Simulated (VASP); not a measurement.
## AlCo: single point with PBEsol

AlCo:

```
Al Co
1.0
     2.82344    0.00000    0.00000
     0.00000    2.82344    0.00000
     0.00000    0.00000    2.82344
Al Co
1 1
Direct
  0.00000 0.00000 0.00000
  0.50000 0.50000 0.50000
```

* Program: VASP 6.6.1
* Task: single point
* Functional: PBEsol
* Potentials or basis: VASP PAW PBE potentials, release 64 (Al, Co)
* Cutoff: 520 eV
* k mesh: 12 × 12 × 12
* Occupations: fermi-dirac, width 0.1 eV
* Spin: no spin polarisation
* Dipole correction: no
* Further INCAR settings: ALGO = Normal; EDIFF = 1e-06; NBANDS = 13

The pressure is 0.1 GPa. The band gap on the k mesh is zero (band 6 reaches 13.19 eV, above the bottom of band 7 at 10.56 eV).

Levels at points of the mesh, in eV from the Fermi level:
```
           k point  band 2  band 3  band 4  band 5  band 6  band 7  band 8  band 9  band 10  band 11
(0.00, 0.00, 0.00)   -3.06   -3.06   -0.80   -0.80   -0.80    6.15    6.15    6.15     8.92     8.92
(0.50, 0.00, 0.00)   -6.73   -2.45   -1.71   -1.71   -0.69    0.22    8.50   10.79    10.79    12.01
(0.50, 0.50, 0.00)   -3.15   -2.68   -2.68   -1.50   -1.50   -0.22    2.53    3.72    13.13    16.12
(0.50, 0.50, 0.50)   -4.01   -4.01   -0.18   -0.18    2.41    2.41    2.41    4.45     5.57     5.57
```

It took 18 s on 1 thread of Intel(R) Xeon(R) Platinum 8488C (Sapphire Rapids), with other jobs on the host, peak memory 0.15 GiB.

Caveat: the PAW data sets were made with another functional, which shifts forces and pressure a little. Spin polarisation is off, so any magnetic state and its effect on volume and gap are missing.
